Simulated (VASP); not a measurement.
Set up this calculation in VASP 6.6.1, as the native input.

| Quantity | Value |
| --- | --- |
| Task | single point |
| Functional | LDA |
| Potentials or basis | VASP PAW LDA potentials, release 64 (Pt) |
| Cutoff | 520 eV |
| k mesh | 21 × 21 × 10 |
| Occupations | gaussian, width 0.15 eV |
| Spin | collinear spin |
| Starting moments | [0.1, 0.1] μB |
| Fixed moment | 0.2 μB |
| Dipole correction | no |
| Further INCAR settings | ALGO = Normal; EDIFF = 1e-06; NBANDS = 21 |

The structure of Pt lies in POSCAR:

```
Pt
1.0
    2.5804946569      0.0000000000      0.0000000000
   -1.2902473284      2.2347739272      0.0000000000
    0.0000000000      0.0000000000      4.4558335951
Pt
2
Direct
    0.6666666667      0.3333333333      0.7500000000
    0.3333333333      0.6666666667      0.2500000000
```

This isn't the form of Pt at room conditions, which is fcc.

The input as run:

INCAR

```
PREC = Accurate
ENCUT = 520
EDIFF = 1E-6
ISMEAR = 0
SIGMA = 0.15
LREAL = F
LASPH = T
NELM = 150
ALGO = Normal
ISIF = 2
LWAVE = F
LCHARG = F
ISPIN = 2
MAGMOM = 0.1 0.1
LORBIT = 11
NUPDOWN = 0.2
LMAXMIX = 4
GGA = CA
NBANDS = 21
```

KPOINTS

```
Automatic mesh
0
Gamma
  21 21 10
```

Potentials or basis: VASP PAW LDA potentials, release 64 (Pt).

Run with:

```sh
$ cat potpaw_LDA.64/Pt/POTCAR > POTCAR
$ mpirun -np 1 vasp_std > vasp.out
```

It gave:

```json
{
  "Pressure": "66.1 GPa",
  "Net moment": "0.20 μB per cell",
  "Site moments": "Pt +0.10 μB",
  "Valence electrons inside the program's atomic spheres": "Pt 9.83"
}
```

Caveat: the cell stands under pressure; the total moment is fixed, so each spin has its own Fermi level.

It took 100 s on 1 thread of Intel(R) Xeon(R) 6975P-C (Granite Rapids), on a shared host, peak memory 0.29 GiB.
